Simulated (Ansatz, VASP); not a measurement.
**Pt in VASP and in Ansatz**

```
CELL_PARAMETERS angstrom
2.73297 0.00000 0.00000
-1.36648 2.36682 0.00000
0.00000 0.00000 4.76535
ATOMIC_POSITIONS crystal
Pt 0.66667 0.33333 0.75000
Pt 0.33333 0.66667 0.25000
```

Alike in both runs: functional r2SCAN; k mesh 18 × 18 × 10; occupations gaussian, width 0.1 eV; no spin polarisation.

Ansatz relaxed the structure, and its values are those at the end. VASP's run is a single point on that final structure, the one shown.

```csv
,VASP,Ansatz
version,VASP 6.6.1,Ansatz 0.2.0
potentials or method,"VASP PAW PBE potentials, release 64 (Pt), cutoff 520 eV","scalar-relativistic, plane waves, PAW"
valence electrons in the cell,20,36
```

|  | VASP | Ansatz | Ansatz less VASP |
| --- | --- | --- | --- |
| gap on the k mesh at the Fermi level (eV) | none | none | - |
| pressure (GPa) | 0.7 | 0.0 | -0.67 |

VASP's potentials were made for PBE, not for r2SCAN. A gap of «none» marks a metal or a gap that the smearing closes. VASP's potentials hold 20 valence electrons a cell and Ansatz's 36, so a difference there can come from the potentials and not from the codes.

Spin-orbit coupling is off throughout.
